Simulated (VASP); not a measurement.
The system is Sb.

```
Sb
1.0
     3.22198    0.00000    0.00000
     0.00000    3.22198    0.00000
     0.00000    0.00000    3.22198
Sb
1
Direct
  0.00000 0.00000 0.00000
```

This cell differs from its parent crystal: volume scaled by 1.06.

Base run:

- Program: VASP 6.6.1
- Functional: PBEsol
- Potentials or basis: VASP PAW PBE potentials, release 64 (Sb)
- Cutoff: 520 eV
- k mesh: 8 × 8 × 8
- Occupations: fermi-dirac, width 0.05 eV
- Spin: no spin polarisation

Its results: pressure -6.7 GPa.

Question: The run is repeated on the same cell with these changes: functional from PBEsol to LDA; potentials or basis from VASP PAW PBE potentials, release 64 (Sb) to VASP PAW LDA potentials, release 64 (Sb). What comes out?

Answer: Pressure -7.6 GPa.

Caveats: the PAW data sets were made with another functional, which shifts forces and pressure a little (some runs).
